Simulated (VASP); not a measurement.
# AlN in VASP: further runs, part 2 of 3

VASP 6.6.1. The steps go on from the part before.

### 3 Single point, PBEsol (atoms displaced along a vibrational mode)

INCAR

```
SYSTEM = AlN
PREC = Accurate ; ENCUT = 520
EDIFF = 1E-6 ; ISMEAR = 0
SIGMA = 0.05 ; LREAL = .FALSE.
LASPH = .TRUE. ; NELM = 100
ALGO = Normal ; ISIF = 2
LWAVE = .FALSE. ; LCHARG = .FALSE.
GGA = PS ; NBANDS = 26
```

KPOINTS

```
Automatic mesh
0
G
  8 8 8
  0 0 0
```

POSCAR

```
AlN
1.0
   -3.1135599857      0.0000000000      0.0000000000
    0.0000000000      5.3928440876      0.0000000000
    1.5567799928     -2.6964220438     -4.9833504711
Al N
4 4
Direct
    0.9992431397      0.3361877850      0.9984862794
    0.4992431397      0.8361877850      0.9984862794
    0.2492431397      0.9122984944      0.4984862794
    0.7492431397      0.4122984944      0.4984862794
    0.8082585293      0.1493799584      0.6165170587
    0.3082585293      0.6493799584      0.6165170587
    0.0582585293      0.7171371003      0.1165170587
    0.5582585293      0.2171371003      0.1165170587
```

Potentials or basis: VASP PAW PBE potentials, release 64 (Al, N).

Run with:

```bash
$ cat potpaw_PBE.64/Al/POTCAR potpaw_PBE.64/N/POTCAR > POTCAR
$ mpirun -np 1 vasp_std > vasp.out
```

OUTCAR:

```text
SYSTEM = AlN
   PREC = Accurate
   ENCUT = 520
   EDIFF = 1E-6
   ISMEAR = 0
   LREAL = .FALSE.
   LASPH = .TRUE.
   NELM = 100
   ISIF = 2
   GGA = PS

 ion  position               nearest neighbor table
   1  0.999  0.336  0.998-   7 1.83   5 1.90   8 1.92   8 1.92   3 3.05   4 3.05   3 3.08   4 3.08
                             4 3.08   3 3.08   2 3.11   2 3.11   2 3.11   2 3.11
   2  0.499  0.836  0.998-   8 1.83   6 1.90   7 1.92   7 1.92   4 3.05   3 3.05   3 3.08   4 3.08
                             3 3.08   4 3.08   1 3.11   1 3.11   1 3.11   1 3.11
   3  0.249  0.912  0.498-   6 1.83   7 1.90   5 1.92   5 1.92   2 3.05   1 3.05   2 3.08   1 3.08
                             1 3.08   2 3.08   4 3.11   4 3.11   4 3.11   4 3.11
   4  0.749  0.412  0.498-   5 1.83   8 1.90   6 1.92   6 1.92   1 3.05   2 3.05   1 3.08   2 3.08
                             2 3.08   1 3.08   3 3.11   3 3.11   3 3.11   3 3.11
   5  0.808  0.149  0.617-   4 1.83   1 1.90   3 1.92   3 1.92
   6  0.308  0.649  0.617-   3 1.83   2 1.90   4 1.92   4 1.92
   7  0.058  0.717  0.117-   1 1.83   3 1.90   2 1.92   2 1.92
   8  0.558  0.217  0.117-   2 1.83   4 1.90   1 1.92   1 1.92

  LATTYP: Found a body centered orthorhombic cell.
 ALAT       =     3.1135599857
 B/A-ratio  =     1.7320508076
 C/A-ratio  =     3.2010627667

  Lattice vectors:

 A1 = (  -1.5567799928,   2.6964220438,   4.9833504711)
 A2 = (   1.5567799929,  -2.6964220438,   4.9833504711)
 A3 = (   1.5567799928,   2.6964220438,  -4.9833504711)

Analysis of symmetry for initial positions (statically):
=====================================================================
 Subroutine PRICEL returns following result:

  LATTYP: Found a hexagonal cell.
 ALAT       =     3.1135599857
 C/A-ratio  =     1.6005313834

  Lattice vectors:

 A1 = (   3.1135599857,  -0.0000000000,   0.0000000000)
 A2 = (  -1.5567799929,  -2.6964220438,   0.0000000000)
 A3 = (  -0.0000000000,   0.0000000000,  -4.9833504711)

[... 164 lines left out ...]
   LORBIT       =      0    0 simple, 1 ext, 2 COOP (PROOUT), +10 PAW based schemes
   GGA     = PS    functional components
   LHFCALC =     F    Hartree Fock is set to
   AEXX    =    0.0000 exact exchange contribution
   IVDW    =     0    specifies the selected vdW correction
   LEPSILON=     F    determine dielectric tensor
   LRPA    =     F    only Hartree local field effects (RPA)
 non-spin polarized calculation
 Gauss-broadening in eV      SIGMA  =   0.05
  energy-cutoff  :      520.00
  volume of cell :       83.68
 maximum number of plane-waves:      2272
   NGX = 11   NGY = 21   NGZ = 21

 number of electron      32.0000000 magnetization

 Free energy of the ion-electron system (eV)
  ---------------------------------------------------
  ext. energy  EPLUGINS =         0.00000000
  ---------------------------------------------------
  free energy    TOTEN  =       -62.50590530 eV

  energy without entropy =      -62.50590530  energy(sigma->0) =      -62.50590530

 E-fermi :   6.3067     XC(G=0): -11.0992

 val. band max:        6.0537429260   @ k =   0.0000   0.0000   0.0000
 cond. band min:      10.1557637134   @ k =   0.0000   0.0000   0.0000
 fundamental gap:      4.1020207874
 Fermi energy:         6.3066797558

 k-point     1 :       0.0000    0.0000    0.0000
  band No.  band energies     occupation
      1      -9.1134      2.00000
      2      -6.9336      2.00000
      3      -6.7324      2.00000
      4      -6.7324      2.00000
      5      -0.0016      2.00000
      6       0.3122      2.00000
[... 685 lines left out ...]
     25      16.9935      0.00000
     26      17.0062      0.00000

 [... further k-points ...]

------------------------ aborting loop because EDIFF is reached ----------------------------------------

  FORCE on cell =-STRESS in cart. coord.  units (eV):
  Direction    XX          YY          ZZ          XY          YZ          ZX
  --------------------------------------------------------------------------------------
  -------------------------------------------------------------------------------------
  Total       -2.2644388      3.0633092      0.1382791      0.0000000      0.0000000      0.0000000
  in kB      -43.3585378     58.6549793      2.6477116      0.0000000      0.0000000      0.0000000
  external PRESSURE =       5.9813844 kB  Pullay stress =       0.0000000 kB

 VOLUME and BASIS-vectors are now :
 -----------------------------------------------------------------------------
  energy-cutoff  :      520.00
  volume of cell :       83.68
      direct lattice vectors                 reciprocal lattice vectors
    -3.113559986  0.000000000  0.000000000    -0.321175762  0.000000000 -0.100334103
     0.000000000  5.392844088  0.000000000     0.000000000  0.185430912 -0.100334103
     1.556779993 -2.696422044 -4.983350471     0.000000000  0.000000000 -0.200668206

 POSITION                                       TOTAL-FORCE (eV/Angst)
 -----------------------------------------------------------------------------------
     -1.55678     -0.87933     -4.97581         0.000000     -0.933025      0.062178
     -0.00000      1.81709     -4.97581         0.000000     -0.933025      0.062178
     -0.00000      3.57575     -2.48413         0.000000      0.933025      0.062178
     -1.55678      0.87933     -2.48413         0.000000      0.933025      0.062178
     -1.55678     -0.85681     -3.07232        -0.000000     -1.037737     -0.062178
      0.00000      1.83961     -3.07232        -0.000000     -1.037737     -0.062178
      0.00000      3.55323     -0.58065        -0.000000      1.037737     -0.062178
     -1.55678      0.85681     -0.58065        -0.000000      1.037737     -0.062178
 -----------------------------------------------------------------------------------
    total drift:                               -0.000037      0.000000      0.000665

  FREE ENERGIE OF THE ION-ELECTRON SYSTEM (eV)
  ---------------------------------------------------
  free  energy   TOTEN  =       -62.5059053025 eV

  energy  without entropy=      -62.5059053025  energy(sigma->0) =      -62.50590530
```

stdout:

```text
POSCAR found type information on POSCAR AlN
 POSCAR found :  2 types and       8 ions
 scaLAPACK will be used
 -----------------------------------------------------------------------------
|                                                                             |
|                                                                             |
|     You enforced a specific xc type in the INCAR file but a different       |
|     I HOPE YOU KNOW WHAT YOU ARE DOING!                                     |
|                                                                             |
 -----------------------------------------------------------------------------

 LDA part: xc-table for (Slater+PW92), standard interpolation
 POSCAR, INCAR and KPOINTS ok, starting setup
 FFT: planning ... GRIDC
 FFT: planning ... GRID_SOFT
 FFT: planning ... GRID
 WAVECAR not read
 entering main loop
```

Run time: 4.3 min. Hardware: 1 thread of Intel Xeon 8259CL, shared host; peak memory 0.3 GiB.

Results:

* Free energy: -62.5059 eV
* Pressure: 0.6 GPa
* Largest force: 1.040 eV/Å
* Band gap on the k mesh: 4.10 eV

Forces in eV/Å, atoms in the order of the input:
```
Al   0.000 -0.933  0.062
Al   0.000 -0.933  0.062
Al   0.000  0.933  0.062
Al   0.000  0.933  0.062
N    0.000 -1.038 -0.062
N    0.000 -1.038 -0.062
N    0.000  1.038 -0.062
N    0.000  1.038 -0.062
```

Stress tensor (GPa, compression positive):
```
-4.34  0.00  0.00
 0.00  5.87  0.00
 0.00  0.00  0.26
```

Caveat: the cell differs from its parent crystal (atoms displaced along a vibrational mode); the PAW data sets were made with another functional, which shifts forces and pressure a little. A k mesh can miss the band edges.

### 4 Single point, PBEsol (atoms displaced along a vibrational mode)

INCAR

```
PREC     = Accurate       # precision mode
ENCUT    = 520            # plane-wave cutoff, eV
EDIFF    = 1E-6           # SCF threshold, eV
ISMEAR   = 0              # smearing method
SIGMA    = 0.05           # smearing width, eV
LREAL    = False          # projectors in reciprocal space
LASPH    = True           # aspherical terms in the spheres
NELM     = 100            # most SCF steps
ALGO     = Normal         # electronic algorithm
ISIF     = 2              # what is computed and relaxed
LWAVE    = False          # write WAVECAR
LCHARG   = False          # write CHGCAR
GGA      = PS             # functional
NBANDS   = 26             # bands
```

KPOINTS

```
regular mesh
0
Gamma
  8 8 8
```

POSCAR

```
AlN
1.0
   -3.1135599857      0.0000000000      0.0000000000
    0.0000000000      5.3928440876      0.0000000000
    1.5567799928     -2.6964220438     -4.9833504711
Al N
4 4
Direct
    0.9992443409      0.3337814449      0.9984886819
    0.4992443409      0.8337814449      0.9984886819
    0.2492443409      0.9147072369      0.4984886819
    0.7492443409      0.4147072369      0.4984886819
    0.8082562154      0.1441855807      0.6165124308
    0.3082562154      0.6441855807      0.6165124308
    0.0582562154      0.7223268502      0.1165124308
    0.5582562154      0.2223268502      0.1165124308
```

Potentials or basis: VASP PAW PBE potentials, release 64 (Al, N).

Run with:

```bash
$ cat potpaw_PBE.64/Al/POTCAR potpaw_PBE.64/N/POTCAR > POTCAR
$ mpirun -np 1 vasp_std > vasp.out
```

OUTCAR:

```text
PREC = Accurate
   ENCUT = 520
   EDIFF = 1E-6
   ISMEAR = 0
   LREAL = False
   LASPH = True
   NELM = 100
   ISIF = 2
   GGA = PS

 ion  position               nearest neighbor table
   1  0.999  0.334  0.998-   7 1.87   8 1.90   8 1.90   5 1.90   3 3.06   4 3.06   3 3.08   4 3.08
                             4 3.08   3 3.08   2 3.11   2 3.11   2 3.11   2 3.11
   2  0.499  0.834  0.998-   8 1.87   7 1.90   7 1.90   6 1.90   4 3.06   3 3.06   3 3.08   4 3.08
[... 934 lines left out ...]
  Total       -0.7966011      0.9002355      0.0229873      0.0000000      0.0000000      0.0000000
  in kB      -15.2529894     17.2373365      0.4401519      0.0000000      0.0000000      0.0000000
  external PRESSURE =       0.8081664 kB  Pullay stress =       0.0000000 kB

 VOLUME and BASIS-vectors are now :
 -----------------------------------------------------------------------------
  energy-cutoff  :      520.00
  volume of cell :       83.68
      direct lattice vectors                 reciprocal lattice vectors
    -3.113559986  0.000000000  0.000000000    -0.321175762  0.000000000 -0.100334103
     0.000000000  5.392844088  0.000000000     0.000000000  0.185430912 -0.100334103
     1.556779993 -2.696422044 -4.983350471     0.000000000  0.000000000 -0.200668206

 POSITION                                       TOTAL-FORCE (eV/Angst)
 -----------------------------------------------------------------------------------
     -1.55678     -0.89232     -4.97582         0.000000     -0.287334      0.006118
      0.00000      1.80411     -4.97582         0.000000     -0.287334      0.006118
      0.00000      3.58874     -2.48414         0.000000      0.287334      0.006118
     -1.55678      0.89232     -2.48414         0.000000      0.287334      0.006118
     -1.55678     -0.88481     -3.07230        -0.000000     -0.320874     -0.006118
     -0.00000      1.81161     -3.07230        -0.000000     -0.320874     -0.006118
     -0.00000      3.58123     -0.58062        -0.000000      0.320874     -0.006118
     -1.55678      0.88481     -0.58062        -0.000000      0.320874     -0.006118
 -----------------------------------------------------------------------------------
    total drift:                               -0.000036     -0.000023      0.000775

  FREE ENERGIE OF THE ION-ELECTRON SYSTEM (eV)
  ---------------------------------------------------
  free  energy   TOTEN  =       -62.6122595728 eV

  energy  without entropy=      -62.6122595728  energy(sigma->0) =      -62.61225957
```

stdout:

```text
POSCAR found type information on POSCAR AlN
 POSCAR found :  2 types and       8 ions
 scaLAPACK will be used
 -----------------------------------------------------------------------------
|                                                                             |
|                                                                             |
|     You enforced a specific xc type in the INCAR file but a different       |
|     I HOPE YOU KNOW WHAT YOU ARE DOING!                                     |
|                                                                             |
 -----------------------------------------------------------------------------

 LDA part: xc-table for (Slater+PW92), standard interpolation
 POSCAR, INCAR and KPOINTS ok, starting setup
 FFT: planning ... GRIDC
 FFT: planning ... GRID_SOFT
 FFT: planning ... GRID
 WAVECAR not read
 entering main loop
```

Run time: 4.2 min. Hardware: 1 thread of Intel Xeon 8259CL, shared host; peak memory 0.3 GiB.

What came out:

```yaml
Free_energy: -62.6123 eV
Pressure: 0.1 GPa
Largest_force: 0.321 eV/Å
Band_gap_on_the_k_mesh: 4.11 eV
```

Forces in eV/Å, atoms in the order of the input:
```
Al   0.000 -0.287  0.006
Al   0.000 -0.287  0.006
Al   0.000  0.287  0.006
Al   0.000  0.287  0.006
N    0.000 -0.321 -0.006
N    0.000 -0.321 -0.006
N    0.000  0.321 -0.006
N    0.000  0.321 -0.006
```

Caveat: the cell differs from its parent crystal (atoms displaced along a vibrational mode); the PAW data sets were made with another functional, which shifts forces and pressure a little.

### 5 Single point, PBEsol (atoms displaced along a vibrational mode)

INCAR

```
  PREC = Accurate
  ENCUT = 520
  EDIFF = 1E-6
  ISMEAR = 0
  SIGMA = 0.05
  LREAL = False
  LASPH = True
  NELM = 60
  ALGO = Normal
  ISIF = 2
  LWAVE = False
  LCHARG = False
  GGA = PS
  NBANDS = 26
```

KPOINTS is that of step 4.

POSCAR

```
AlN
1.0
   -3.1135599857      0.0000000000      0.0000000000
    0.0000000000      5.3928440876      0.0000000000
    1.5567799928     -2.6964220438     -4.9833504711
Al N
4 4
Direct
    0.9992419385      0.3385941251      0.9984838769
    0.4992419385      0.8385941251      0.9984838769
    0.2492419385      0.9098897518      0.4984838769
    0.7492419385      0.4098897518      0.4984838769
    0.8082608433      0.1545743361      0.6165216865
    0.3082608433      0.6545743361      0.6165216865
    0.0582608433      0.7119473504      0.1165216865
    0.5582608433      0.2119473504      0.1165216865
```

Run with:

```bash
$ cat potpaw_PBE.64/Al/POTCAR potpaw_PBE.64/N/POTCAR > POTCAR
$ mpirun -np 1 vasp_std > vasp.out
```

Wall time 3.7 min (1 thread of Intel Xeon 8259CL, shared host); peak memory 0.3 GiB.

The run converged. Its results:

| Property | Result |
| --- | --- |
| Free energy | -62.2769 eV |
| Pressure | 1.7 GPa |
| Largest force | 1.876 eV/Å |
| Band gap on the k mesh | 4.08 eV |

Forces on the atoms (eV/Å):
```
Al   0.000 -1.686  0.184
Al   0.000 -1.686  0.184
Al   0.000  1.686  0.184
Al   0.000  1.686  0.184
N    0.000 -1.867 -0.184
N    0.000 -1.867 -0.184
N    0.000  1.867 -0.184
N    0.000  1.867 -0.184
```

Stress tensor (GPa, compression positive):
```
-6.77  0.00  0.00
 0.00 11.13  0.00
 0.00  0.00  0.75
```

Levels at points of the mesh, in eV from the valence-band top:
```tsv
k point	band 12	band 13	band 14	band 15	band 16	band 17	band 18	band 19	band 20	band 21
(0.00, 0.00, 0.00)	-1.15	-0.62	-0.36	-0.13	0.00	4.08	4.95	4.95	6.53	9.14
(0.50, 0.00, 0.00)	-2.58	-2.25	-2.25	-0.81	-0.81	5.88	5.88	7.22	7.22	8.52
(0.00, 0.50, 0.00)	-1.27	-0.66	-0.66	-0.46	-0.46	5.77	5.77	7.26	7.26	8.61
(0.50, 0.50, 0.00)	-1.59	-1.59	-1.44	-1.44	-0.81	5.28	5.28	5.39	5.77	7.89
(0.00, 0.00, 0.50)	-0.76	-0.76	-0.53	-0.38	-0.38	5.49	6.20	6.31	6.31	8.27
```

Caveat: the cell differs from its parent crystal (atoms displaced along a vibrational mode); the PAW data sets were made with another functional, which shifts forces and pressure a little. A k mesh can miss the band edges.

### 6 Single point, PBEsol (atoms displaced along a vibrational mode)

INCAR

```
PREC = Accurate ; ENCUT = 520
EDIFF = 1E-6 ; ISMEAR = 0
SIGMA = 0.05 ; LREAL = False
LASPH = True ; NELM = 60
ALGO = Normal ; ISIF = 2
LWAVE = False ; LCHARG = False
GGA = PS ; NBANDS = 26
```

KPOINTS

```
Automatic mesh
0
Gamma
  8 8 8
```

POSCAR

```
AlN
1.0
   -3.1135599857      0.0000000000      0.0000000000
    0.0000000000      5.3928440876      0.0000000000
    1.5567799928     -2.6964220438     -4.9833504711
Al N
4 4
Direct
    0.9992455422      0.3313751049      0.9984910843
    0.4992455422      0.8313751049      0.9984910843
    0.2492455422      0.9171159795      0.4984910843
    0.7492455422      0.4171159795      0.4984910843
    0.8082539015      0.1389912029      0.6165078030
    0.3082539015      0.6389912029      0.6165078030
    0.0582539015      0.7275166000      0.1165078030
    0.5582539015      0.2275166000      0.1165078030
```

Potentials or basis: VASP PAW PBE potentials, release 64 (Al, N).

Run with:

```bash
$ cat potpaw_PBE.64/Al/POTCAR potpaw_PBE.64/N/POTCAR > POTCAR
$ mpirun -np 1 vasp_std > vasp.out
```

Wall time 4.5 min (1 thread of Intel Xeon 8259CL, shared host); peak memory 0.3 GiB.

The run converged. Its results:

* Free energy: -62.6129 eV
* Pressure: 0.1 GPa
* Largest force: 0.298 eV/Å
* Band gap on the k mesh: 4.11 eV

Forces on the atoms (eV/Å):
```
Al   0.000  0.266  0.006
Al   0.000  0.266  0.006
Al   0.000 -0.266  0.006
Al   0.000 -0.266  0.006
N    0.000  0.298 -0.006
N    0.000  0.298 -0.006
N    0.000 -0.298 -0.006
N    0.000 -0.298 -0.006
```

Stress tensor (GPa, compression positive):
```
 1.66  0.00  0.00
 0.00 -1.47  0.00
 0.00  0.00  0.04
```

Levels at points of the mesh, in eV from the valence-band top:
```csv
k point,band 13,band 14,band 15,band 16,band 17,band 18,band 19,band 20
"(0.00, 0.00, 0.00)",-0.83,-0.25,-0.20,0.00,4.11,5.22,5.22,6.55
"(0.50, 0.00, 0.00)",-2.03,-2.03,-0.92,-0.92,6.07,6.07,7.15,7.15
"(0.00, 0.50, 0.00)",-0.66,-0.66,-0.64,-0.64,5.93,5.93,7.27,7.27
"(0.50, 0.50, 0.00)",-1.47,-1.36,-1.36,-0.68,5.15,5.15,5.65,5.73
"(0.00, 0.00, 0.50)",-0.60,-0.60,-0.52,-0.52,5.56,5.70,6.36,6.36
```

Caveat: the cell differs from its parent crystal (atoms displaced along a vibrational mode); the PAW data sets were made with another functional, which shifts forces and pressure a little. A k mesh can miss the band edges.

(Continued in part 3 of 3.)
